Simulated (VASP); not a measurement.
# MnSn3: single point with PBE

The system is MnSn3.

```xyz
4
Lattice="0.0000 3.8765 3.8765 3.8765 0.0000 3.8765 3.8765 3.8765 0.0000" Properties=species:S:1:pos:R:3 pbc="T T T"
Sn    1.9383    1.9383    1.9383
Sn    5.8148    5.8148    5.8148
Sn    3.8765    3.8765    3.8765
Mn    0.0000    0.0000    0.0000
```

* Program: VASP 6.6.1
* Task: single point
* Functional: PBE
* Potentials or basis: VASP PAW PBE potentials, release 64 (Sn_d, Mn_pv)
* Cutoff: 520 eV
* k mesh: 10 × 10 × 10
* Occupations: gaussian, width 0.1 eV
* Spin: no spin polarisation

```json
{
 "Pressure": "-10.3 GPa",
 "Band gap on the k mesh": "zero (an odd number of electrons rules out a gap without spin polarisation)"
}
```

Levels at points of the mesh, in eV from the Fermi level:
```csv
k point,band 24,band 25,band 26,band 27,band 28,band 29,band 30,band 31,band 32,band 33
"(0.00, 0.00, 0.00)",-1.58,-0.53,-0.53,-0.53,-0.19,-0.19,1.12,1.12,1.12,1.75
"(0.50, 0.00, 0.00)",-1.55,-0.47,-0.47,-0.22,-0.22,0.32,0.56,0.56,2.17,3.05
"(0.50, 0.50, 0.00)",-2.16,-0.27,-0.27,-0.10,0.02,0.24,2.57,3.23,3.23,3.85
```

It took 6.4 min on 1 thread of AMD EPYC 9R14 (Zen 4), on a shared host, peak memory 0.32 GiB.

Caveat: the cell stands under tension; spin-orbit coupling is left out, which moves the levels of the heavy elements; the run has no spin polarisation, though such a crystal can be magnetic. Spin polarisation is off, so any magnetic state and its effect on volume and gap are missing.
